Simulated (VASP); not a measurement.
A run of VASP 6.6.1:

Contents of INCAR:

```
SYSTEM = TaN
  PREC = Accurate
  ENCUT = 520
  EDIFF = 1E-6
  ISMEAR = -1
  SIGMA = 0.05
  LREAL = .FALSE.
  LASPH = .TRUE.
  NELM = 60
  ALGO = Normal
  ISIF = 2
  LWAVE = .FALSE.
  LCHARG = .FALSE.
  GGA = PE
  NBANDS = 15
```

Contents of KPOINTS:

```
Automatic mesh
0
G
  9 9 9
  0 0 0
```

Contents of POSCAR:

```
TaN
1.0
    0.0000000000      2.4911437700      2.4911437700
    2.4911437700      0.0000000000      2.4911437700
    2.4911437700      2.4911437700      0.0000000000
Ta N
1 1
Direct
    0.0029840000     -0.0003780000      0.0017680000
    0.2411450000      0.2403560000      0.2693490000
```

Potentials or basis: VASP PAW PBE potentials, release 64 (Ta_pv, N).

Command:

```sh
$ cat potpaw_PBE.64/Ta_pv/POTCAR potpaw_PBE.64/N/POTCAR > POTCAR
$ mpirun -np 1 vasp_std > vasp.out
```

Hardware: 1 thread of AMD EPYC 7R43 64-Core Processor (Zen 3) (shared host).

How long does it take, and how much memory?

Run time: 2.7 min on 1 thread of AMD EPYC 7R43 64-Core Processor (Zen 3) (shared host), peak memory 0.26 GiB. Counts: scf iterations 13, k points 365.
